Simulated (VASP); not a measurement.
A run of VASP 6.6.1 is set up as follows.

The input INCAR:

```
PREC = Accurate
ENCUT = 520
EDIFF = 1E-7
ISMEAR = 0
SIGMA = 0.1
LREAL = False
LASPH = True
NELM = 100
ALGO = Normal
ISIF = 2
LWAVE = False
LCHARG = True
GGA = PE
LELF = True
LVHAR = True
NBANDS = 45
```

Contents of KPOINTS:

```
regular mesh
0
Gamma
  6 6 2
```

File POSCAR:

```
Zr2Ti
1.0
    2.9710203918      0.0000000000      0.0000000000
   -1.4855101959      2.5729791344      0.0000000000
    0.0000000000      0.0000000000     11.5560509993
Zr Ti
4 2
Direct
    0.3333333333      0.6666666667      0.6275000000
    0.6666666667      0.3333333333      0.1275000000
    0.3333333333      0.6666666667      0.8725000000
    0.6666666667      0.3333333333      0.3725000000
    0.3333333333      0.6666666667      0.2500000000
    0.6666666667      0.3333333333      0.7500000000
```

Potentials or basis: VASP PAW PBE potentials, release 64 (Zr_sv, Ti_sv).

Command:

```bash
$ cat potpaw_PBE.64/Zr_sv/POTCAR potpaw_PBE.64/Ti_sv/POTCAR > POTCAR
$ mpirun -np 1 vasp_std > vasp.out
```

Task: Predict the largest force.

Result: 9.692 eV/Å.

Task: Predict the band gap on the k mesh.

Result: Zero (bands 36 and 37 overlap by 2.41 eV).

Forces on the atoms (eV/Å):
```
Zr   0.000  0.000 -9.692
Zr   0.000  0.000 -9.692
Zr   0.000  0.000  9.692
Zr   0.000  0.000  9.692
Ti   0.000  0.000  0.000
Ti   0.000  0.000  0.000
```

Caveat: the k points lie up to 0.41 Å⁻¹ apart, too coarse for converged energies and pressures of a metal; forces of over 1 eV/Å act on the atoms, so gaps and moduli don't describe the material at rest.
